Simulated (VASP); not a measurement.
Runs of VASP 6.6.1 on HfZrSe3. The structure is that of space group Pm-3m (No. 221), or close to it. The cells are those of the table. 

```csv
cell,gap on the mesh (eV),pressure (GPa)
"a = 5.089 Å, 5 atoms",none,-0.5
"a = 5.085 Å, 5 atoms",none,-0.4
"a = 5.112 Å, 5 atoms",none,-0.4
"a = 5.072 Å, angles 89.2°, 5 atoms",none,(a)
```

Alike in all rows: task single point; level PBE; potentials or basis VASP PAW PBE potentials, release 64 (Zr_sv, Hf_pv, Se); no spin polarisation; k mesh 3 × 3 × 3; cutoff (eV) 500; smearing gaussian 0.15 eV.

Q: Estimate the missing entries.

A: (a) 0.2.

Caveats: all runs use coarse meshes; spin-orbit coupling is left out, which moves the levels of the heavy elements.

A k mesh can miss the band edges, and the runs leave out spin-orbit coupling on Hf, Se, Zr.

A gap of «none» marks levels without a gap at the run's occupations.
